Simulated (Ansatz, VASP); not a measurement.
# CuO: VASP beside Ansatz

File INCAR:

```
PREC = Accurate ; ENCUT = 520
EDIFF = 1E-8 ; ISMEAR = -1
SIGMA = 0.08 ; LREAL = F
LASPH = T ; NELM = 100
ALGO = Normal ; ISIF = 2
LWAVE = F ; LCHARG = F
GGA = PE ; LEFG = T
NBANDS = 16
```

The input KPOINTS:

```
regular mesh
0
Gamma
  16 16 16
```

The input POSCAR:

```
CuO
1.0
    0.0000000000      2.1225350073      2.1225350073
    2.1225350073      0.0000000000      2.1225350073
    2.1225350073      2.1225350073      0.0000000000
Cu O
1 1
Direct
    0.0000000000      0.0000000000      0.0000000000
    0.5000000000      0.5000000000      0.5000000000
```

Input for Ansatz:

```yaml
crystal:
  lattice:
    - [0.0, 2.1225350073, 2.1225350073]
    - [2.1225350073, 0.0, 2.1225350073]
    - [2.1225350073, 2.1225350073, 0.0]
  atoms:
    - { symbol: Cu, position: [0.0, 0.0, 0.0] }
    - { symbol: O, position: [0.5, 0.5, 0.5] }
kpoints:
  mp_grid: { grid: [16, 16, 16] }
  band_path:
    path:
      - [0.0, 0.0, 0.0]
      - [0.5, 0.0, 0.5]
      - [0.625, 0.25, 0.625]
      - [0.375, 0.375, 0.75]
      - [0.0, 0.0, 0.0]
      - [0.5, 0.5, 0.5]
      - [0.5, 0.25, 0.75]
      - [0.5, 0.0, 0.5]
    npoints: 14
scf:
  occupations: { method: fermi_dirac, width: 0.08 }
hamiltonian:
  xc: pbe
  pseudopotentials: { kind: paw }
output:
  forces: true
  stress: true
  eigenvalues: true
  efg: { contact_densities: true }
  populations: true
  bader: true
  dos: { projected: true, de: 0.2, e_range: [-14, 8] }
  write_density: true
  write_potential: true
  elf: true
  volumetric_format: npy
```

Alike in both runs: task electric field gradients; functional PBE; k mesh 16 × 16 × 16; occupations fermi-dirac, width 0.08 eV; no spin polarisation.

|  | VASP | Ansatz |
| --- | --- | --- |
| version | VASP 6.6.1 | Ansatz 0.2.0 |
| potentials or method | VASP PAW PBE potentials, release 64 (Cu, O) | PAW with Ansatz's default frozen-core files, scalar-relativistic |
| plane-wave cutoff (eV) | 520 | 420 |
| valence electrons in the cell | 17 | 25 |

|  | VASP | Ansatz | Ansatz less VASP |
| --- | --- | --- | --- |
| pressure (GPa) | 0.3 | 0.0 | -0.26 |

VASP's potentials hold 17 valence electrons a cell and Ansatz's 25, so a difference there can come from the potentials and not from the codes.
